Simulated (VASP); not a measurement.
# PbSe (Fm-3m) in VASP: single point with PBEsol

Aim: the single point of PbSe with PBEsol.

Everything below comes from runs of VASP 6.6.1. Logs are shortened: lines on timing, memory, paths and dates and some standing lists are left out, and cuts for length are marked.

## Step 1: The cell of the first run

Symmetry: Fm-3m, No. 225, cubic system. The conventional cell has a = 6.103 Å, b = 6.103 Å, c = 6.103 Å, α = 90.00°, β = 90.00°, γ = 90.00°. Within 4.0 Å of Pb (site symmetry m-3m) lie 6 Se at 3.05 Å. Se (site symmetry m-3m) has 6 Pb at 3.05 Å within 4.0 Å.

## Step 2: Single point, PBEsol, non-collinear spin, zero start, spin-orbit coupling

File INCAR:

```
PREC = Accurate
ENCUT = 520
EDIFF = 1E-6
ISMEAR = 0
SIGMA = 0.01
LREAL = F
LASPH = T
NELM = 150
ALGO = Normal
ISIF = 2
LWAVE = F
LCHARG = F
MAGMOM = 0 0 0 0 0 0
LORBIT = 11
LSORBIT = T
GGA_COMPAT = F
LORBMOM = T
GGA = PS
NBANDS = 32
```

File KPOINTS:

```
Automatic mesh
0
Gamma
  10 10 10
```

File POSCAR:

```
PbSe
1.0
    0.0000000000      3.0515521252      3.0515521252
    3.0515521252      0.0000000000      3.0515521252
    3.0515521252      3.0515521252      0.0000000000
Pb Se
1 1
Direct
    0.0000000000      0.0000000000      0.0000000000
    0.5000000000      0.5000000000      0.5000000000
```

Potentials or basis: VASP PAW PBE potentials, release 64 (Pb_d, Se).

Run with:

```sh
$ cat potpaw_PBE.64/Pb_d/POTCAR potpaw_PBE.64/Se/POTCAR > POTCAR
$ mpirun -np 1 vasp_ncl > vasp.out
```

OUTCAR:

```text
PREC = Accurate
   ENCUT = 520
   EDIFF = 1E-6
   ISMEAR = 0
   LREAL = F
   LASPH = T
   NELM = 150
   ISIF = 2
   LORBIT = 11
   LSORBIT = T
   GGA = PS

 ion  position               nearest neighbor table
   1  0.000  0.000  0.000-   2 3.05   2 3.05   2 3.05   2 3.05   2 3.05   2 3.05
   2  0.500  0.500  0.500-   1 3.05   1 3.05   1 3.05   1 3.05   1 3.05   1 3.05

  LATTYP: Found a face centered cubic cell.
 ALAT       =     6.1031042504

  Lattice vectors:

 A1 = (   0.0000000000,   3.0515521252,   3.0515521252)
 A2 = (   3.0515521252,   0.0000000000,   3.0515521252)
 A3 = (   3.0515521252,   3.0515521252,   0.0000000000)

Analysis of symmetry for initial positions (statically):
=====================================================================
 Subroutine PRICEL returns:
 Original cell was already a primitive cell.

 Routine SETGRP: Setting up the symmetry group for a
 face centered cubic supercell.

 Subroutine GETGRP returns: Found 48 space group operations
 (whereof 48 operations were pure point group operations)
 out of a pool of 48 trial point group operations.

The static configuration has the point symmetry O_h .

Analysis of symmetry for dynamics (positions and initial velocities):
=====================================================================
 Subroutine PRICEL returns:
 Original cell was already a primitive cell.

 Routine SETGRP: Setting up the symmetry group for a
 face centered cubic supercell.

 Subroutine GETGRP returns: Found 48 space group operations
 (whereof 48 operations were pure point group operations)
 out of a pool of 48 trial point group operations.

The dynamic configuration has the point symmetry O_h .

Analysis of structural, dynamic, and magnetic symmetry:
=====================================================================
 Subroutine PRICEL returns:
 Original cell was already a primitive cell.

 Routine SETGRP: Setting up the symmetry group for a
 face centered cubic supercell.

 Subroutine GETGRP returns: Found 48 space group operations
 (whereof 48 operations were pure point group operations)
 out of a pool of 48 trial point group operations.

The overall configuration has the point symmetry O_h .

 Subroutine INISYM returns: Found 48 space group operations
 (whereof 48 operations are pure point group operations),
 and found     1 'primitive' translations

[... 1017 lines left out ...]
 -----------------------------------------------------------------------------------
    total drift:                                0.000000     -0.000000     -0.000000

  FREE ENERGIE OF THE ION-ELECTRON SYSTEM (eV)
  ---------------------------------------------------
  free  energy   TOTEN  =        -9.3465788524 eV

  energy  without entropy=       -9.3465788524  energy(sigma->0) =       -9.34657885

 orbital moment (x)

 # of ion     p       d       tot
 ----------------------------------------
  1         0.000   0.000   0.000
  2         0.000   0.000   0.000
 ----------------------------------------
            0.000   0.000   0.000

 orbital moment (y)

 # of ion     p       d       tot
 ----------------------------------------
  1         0.000   0.000   0.000
  2         0.000  -0.000  -0.000
 ----------------------------------------
            0.000   0.000   0.000

 orbital moment (z)

 # of ion     p       d       tot
 ----------------------------------------
  1        -0.000   0.000  -0.000
  2         0.000  -0.000  -0.000
 ----------------------------------------
           -0.000   0.000  -0.000

 Spin-Orbit-Coupling matrix elements

 Ion:    1  E_soc:     -0.8542299
 l=   1
     0.0000000    -0.0751535    -0.0751535
    -0.0751535     0.0000000    -0.0751535
    -0.0751535    -0.0751535     0.0000000
 l=   2
     0.0000000    -0.0135015     0.0000000    -0.0135015    -0.0537166
    -0.0135015     0.0000000    -0.0402875    -0.0135015    -0.0134292
     0.0000000    -0.0402875     0.0000000    -0.0402875     0.0000000
    -0.0135015    -0.0135015    -0.0402875     0.0000000    -0.0134292
    -0.0537166    -0.0134292     0.0000000    -0.0134292     0.0000000
 l=   3
     0.0000000     0.0000000     0.0000000     0.0000000     0.0000000     0.0000000     0.0000000
     0.0000000     0.0000000     0.0000000     0.0000000     0.0000000     0.0000000     0.0000000
     0.0000000     0.0000000     0.0000000     0.0000000     0.0000000     0.0000000     0.0000000
     0.0000000     0.0000000     0.0000000     0.0000000     0.0000000     0.0000000     0.0000000
     0.0000000     0.0000000     0.0000000     0.0000000     0.0000000     0.0000000     0.0000000
     0.0000000     0.0000000     0.0000000     0.0000000     0.0000000     0.0000000     0.0000000
     0.0000000     0.0000000     0.0000000     0.0000000     0.0000000     0.0000000     0.0000000

 Ion:    2  E_soc:     -0.0497177
 l=   1
     0.0000000    -0.0083039    -0.0083039
    -0.0083039     0.0000000    -0.0083039
    -0.0083039    -0.0083039     0.0000000
 l=   2
     0.0000000    -0.0000022     0.0000000    -0.0000022     0.0000199
    -0.0000022     0.0000000     0.0000149    -0.0000022     0.0000050
     0.0000000     0.0000149     0.0000000     0.0000149     0.0000000
    -0.0000022    -0.0000022     0.0000149     0.0000000     0.0000050
     0.0000199     0.0000050     0.0000000     0.0000050     0.0000000
 l=   3
     0.0000000     0.0000000     0.0000000     0.0000000     0.0000000     0.0000000     0.0000000
     0.0000000     0.0000000     0.0000000     0.0000000     0.0000000     0.0000000     0.0000000
     0.0000000     0.0000000     0.0000000     0.0000000     0.0000000     0.0000000     0.0000000
     0.0000000     0.0000000     0.0000000     0.0000000     0.0000000     0.0000000     0.0000000
     0.0000000     0.0000000     0.0000000     0.0000000     0.0000000     0.0000000     0.0000000
     0.0000000     0.0000000     0.0000000     0.0000000     0.0000000     0.0000000     0.0000000
     0.0000000     0.0000000     0.0000000     0.0000000     0.0000000     0.0000000     0.0000000

 total charge

# of ion       s       p       d       tot
------------------------------------------
    1        1.452   0.572   9.840  11.864
    2        1.473   2.302   0.019   3.794
--------------------------------------------------
tot          2.925   2.873   9.859  15.658

 magnetization (x)

# of ion       s       p       d       tot
------------------------------------------
    1        0.000   0.000  -0.000   0.000
    2       -0.000   0.000   0.000  -0.000
--------------------------------------------------
tot          0.000   0.000  -0.000   0.000

 magnetization (y)

# of ion       s       p       d       tot
------------------------------------------
    1       -0.000  -0.000  -0.000  -0.000
    2       -0.000   0.000   0.000  -0.000
--------------------------------------------------
tot         -0.000  -0.000  -0.000  -0.000

 magnetization (z)

# of ion       s       p       d       tot
------------------------------------------
    1        0.000   0.000  -0.000  -0.000
    2        0.000   0.000   0.000   0.000
--------------------------------------------------
tot          0.000   0.000  -0.000  -0.000
```

OSZICAR:

```text
N       E                     dE             d eps       ncg     rms          rms(c)
DAV:   1     0.205406632390E+03    0.20541E+03   -0.90265E+03  3008   0.130E+03
DAV:   2     0.122412005429E+02   -0.19317E+03   -0.18459E+03  3120   0.369E+02
DAV:   3    -0.864826827646E+01   -0.20889E+02   -0.20440E+02  3920   0.138E+02
DAV:   4    -0.952440561143E+01   -0.87614E+00   -0.87498E+00  3512   0.295E+01
DAV:   5    -0.956163332135E+01   -0.37228E-01   -0.37226E-01  4592   0.626E+00    0.260E+00
DAV:   6    -0.934774593887E+01    0.21389E+00   -0.45050E-01  4192   0.609E+00    0.146E+00
DAV:   7    -0.934620379448E+01    0.15421E-02   -0.10254E-01  3904   0.167E+00    0.845E-01
DAV:   8    -0.934660160600E+01   -0.39781E-03   -0.78354E-03  3944   0.103E+00    0.408E-01
DAV:   9    -0.934669757940E+01   -0.95973E-04   -0.67549E-04  3656   0.235E-01    0.131E-01
DAV:  10    -0.934655982149E+01    0.13776E-03   -0.80765E-04  4208   0.309E-01    0.312E-02
DAV:  11    -0.934657747126E+01   -0.17650E-04   -0.10712E-04  3512   0.748E-02    0.111E-02
DAV:  12    -0.934657894978E+01   -0.14785E-05   -0.91671E-06  4440   0.341E-02    0.375E-03
DAV:  13    -0.934657885236E+01    0.97418E-07   -0.18357E-07  2256   0.639E-03
   1 F= -.93465789E+01 E0= -.93465789E+01  d E =-.110734E-33  mag=     0.0000    -0.0000     0.0000
```

stdout:

```text
POSCAR found type information on POSCAR PbSe
 POSCAR found :  2 types and       2 ions
 scaLAPACK will be used
 -----------------------------------------------------------------------------
|                                                                             |
|                                                                             |
|     You enforced a specific xc type in the INCAR file but a different       |
|     I HOPE YOU KNOW WHAT YOU ARE DOING!                                     |
|                                                                             |
 -----------------------------------------------------------------------------

 LDA part: xc-table for (Slater+PW92), standard interpolation
 POSCAR, INCAR and KPOINTS ok, starting setup
 FFT: planning ... GRIDC
 FFT: planning ... GRID_SOFT
 FFT: planning ... GRID
 WAVECAR not read
 entering main loop
```

It took 3.9 min on 1 thread of Intel Xeon 8259CL, shared host; peak memory 0.38 GiB.

Results:

```
Free energy                                           : -9.3466 eV
Pressure                                              : -0.3 GPa
Net moment                                            : 0.00 μB per cell
Valence electrons inside the program's atomic spheres : Pb 11.86; Se 3.79
```

Moments on the atoms (μB; x, y, z):
```
Pb  0.00 0.00 0.00
Se  0.00 0.00 0.00
```

Caveat: the PAW data sets were made with another functional, which shifts forces and pressure a little.
